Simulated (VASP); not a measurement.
Runs of VASP 6.6.1 on WC. The structure is that of space group P-6m2 (No. 187), or close to it. The cells are those of the table. 

| cell | gap on the mesh (eV) | pressure (GPa) | largest force (eV/Å) |
| --- | --- | --- | --- |
| a = 2.922, b = 2.988, c = 2.847 Å, angles 90.0, 90.0, 119.3°, 2 atoms | none | (a) | 0.11 |
| a = 2.922, b = 2.835, c = 2.847 Å, angles 90.0, 90.0, 121.0°, 2 atoms | none | 18.1 | 0.28 |
| a = 2.922, b = 3.010, c = 2.847 Å, angles 90.0, 90.0, 119.0°, 2 atoms | none | -11.9 | 0.12 |
| a = 2.922, b = 2.944, c = 2.847 Å, angles 90.0, 90.0, 119.8°, 2 atoms | none | -2.5 | 0.05 |
| a = 2.922, b = 2.878, c = 2.847 Å, angles 90.0, 90.0, 120.5°, 2 atoms | none | (b) | 0.12 |

Alike in all rows: task single point; level PBE; potentials or basis VASP PAW PBE potentials, release 64 (W_sv, C); no spin polarisation; k mesh 24 × 24 × 22; cutoff (eV) 520; smearing gaussian 0.15 eV.

Fill in the values left out.

(a) -9.0; (b) 9.0.

Caveats: spin-orbit coupling is left out, which moves the levels of the heavy elements; the stress differs along the axes, from -18 to -4 GPa (at least some runs); the stress differs along the axes, from 9 to 34 GPa (at least some runs); the stress differs along the axes, from -24 to -5 GPa (at least some runs); the stress differs along the axes, from -6 to -1 GPa (at least some runs); the stress differs along the axes, from 5 to 16 GPa (at least some runs).

A k mesh can miss the band edges, and the runs leave out spin-orbit coupling on W.

A gap of «none» marks levels without a gap at the run's occupations.
